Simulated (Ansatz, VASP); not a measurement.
**SrCl2: VASP beside Ansatz**

File INCAR:

```
SYSTEM = SrCl2
ALGO = Normal
EDIFF = 1E-7
ENCUT = 520
GGA = PE
ISIF = 2
ISMEAR = 0
LASPH = .TRUE.
LCHARG = .TRUE.
LELF = .TRUE.
LREAL = .FALSE.
LVHAR = .TRUE.
LWAVE = .FALSE.
NBANDS = 19
NELM = 80
PREC = Accurate
SIGMA = 0.05
```

Contents of KPOINTS:

```
k-points
0
G
  6 6 6
  0 0 0
```

The input POSCAR:

```
SrCl2
1.0
    0.0000000000      3.4680725000      3.4855000000
    3.4855000000      0.0000000000      3.4855000000
    3.4855000000      3.4680725000      0.0000000000
Sr Cl
1 2
Direct
    0.0000000000      0.0000000000      0.0000000000
    0.2500000000      0.2500000000      0.2500000000
    0.7500000000      0.7500000000      0.7500000000
```

Input for Ansatz:

```yaml
crystal:
  lattice:
    - [0.0, 3.4680725, 3.4855]
    - [3.4855, 0.0, 3.4855]
    - [3.4855, 3.4680725, 0.0]
  atoms:
    - { symbol: Sr, position: [0.0, 0.0, 0.0] }
    - { symbol: Cl, position: [0.25, 0.25, 0.25] }
    - { symbol: Cl, position: [0.75, 0.75, 0.75] }
basis:
  ecutwfc: 420
kpoints:
  mp_grid: { grid: [6, 6, 6] }
hamiltonian:
  xc: pbe
scf:
  occupations: { method: gaussian, width: 0.05 }
output:
  forces: true
  stress: true
  eigenvalues: true
```

Change from the starting cell: strain -0.0050 x Voigt [0, 1, 0, 0, 0, 0], atoms carried along.

Alike in both runs: task single point; functional PBE; k mesh 6 × 6 × 6; occupations gaussian, width 0.05 eV; no spin polarisation.

|  | VASP | Ansatz |
| --- | --- | --- |
| version | VASP 6.6.1 | Ansatz 0.2.0 |
| potentials or method | VASP PAW PBE potentials, release 64 (Sr_sv, Cl), cutoff 520 eV | scalar-relativistic, plane waves, PAW |
| valence electrons in the cell | 24 | 24 |

VASP gave:

| Item | Value |
| --- | --- |
| gap on the k mesh at the Fermi level (eV) | 5.35 |
| least direct gap on the mesh (eV) | 5.48 |
| pressure (GPa) | 1.4 |
| traceless stress, the component that is largest in VASP (GPa) | 0.17 |

Estimate Ansatz's values.

gap on the k mesh at the Fermi level (eV): 5.35; least direct gap on the mesh (eV): 5.48; pressure (GPa): 1.3; traceless stress, the component that is largest in VASP (GPa): 0.18.

The functional is the same, so the differences come from potentials, cutoffs and numerics.
